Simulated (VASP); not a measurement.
Set up this calculation in VASP 6.6.1, as the native input.

```yaml
Task: single point
Functional: PBE
Potentials_or_basis: VASP PAW PBE potentials, release 64 (Ca_sv, Zr_sv, N)
Cutoff: 520 eV
k_mesh: 4 × 4 × 6
Occupations: gaussian, width 0.1 eV
Spin: no spin polarisation
Dipole_correction: no
Further_INCAR_settings: ALGO = Normal; EDIFF = 1e-07; NBANDS = 34
```

The structure of CaZr2N3 lies in POSCAR:

```
CaZr2N3
1.0
    2.2999187477     -5.3300106001      0.0000000000
    2.2999187477      5.3300106001      0.0000000000
    0.0000000000      0.0000000000      3.4802686666
Ca Zr N
1 2 3
Direct
    0.0000000000      0.0000000000      0.0000000000
    0.6489971789      0.3510028211      0.5000000000
    0.3510028211      0.6489971789      0.5000000000
    0.1587516799      0.8412483201      0.5000000000
    0.8412483201      0.1587516799      0.5000000000
    0.5000000000      0.5000000000      0.0000000000
```

One way to write it, as run:

INCAR

```
PREC = Accurate ; ENCUT = 520
EDIFF = 1E-7 ; ISMEAR = 0
SIGMA = 0.1 ; LREAL = F
LASPH = T ; NELM = 60
ALGO = Normal ; ISIF = 2
LWAVE = F ; LCHARG = F
GGA = PE ; NBANDS = 34
```

KPOINTS

```
Automatic mesh
0
Gamma
  4 4 6
```

Potentials or basis: VASP PAW PBE potentials, release 64 (Ca_sv, Zr_sv, N).

Run with:

```bash
$ cat potpaw_PBE.64/Ca_sv/POTCAR potpaw_PBE.64/Zr_sv/POTCAR potpaw_PBE.64/N/POTCAR > POTCAR
$ mpirun -np 1 vasp_std > vasp.out
```

It gave:

```yaml
Pressure: 0.3 GPa
Largest_force: 0.023 eV/Å
```

Caveat: the k points lie up to 0.37 Å⁻¹ apart.

Wall time 58 s on 1 thread of Intel(R) Xeon(R) 6975P-C (Granite Rapids), on a shared host, peak memory 0.28 GiB.
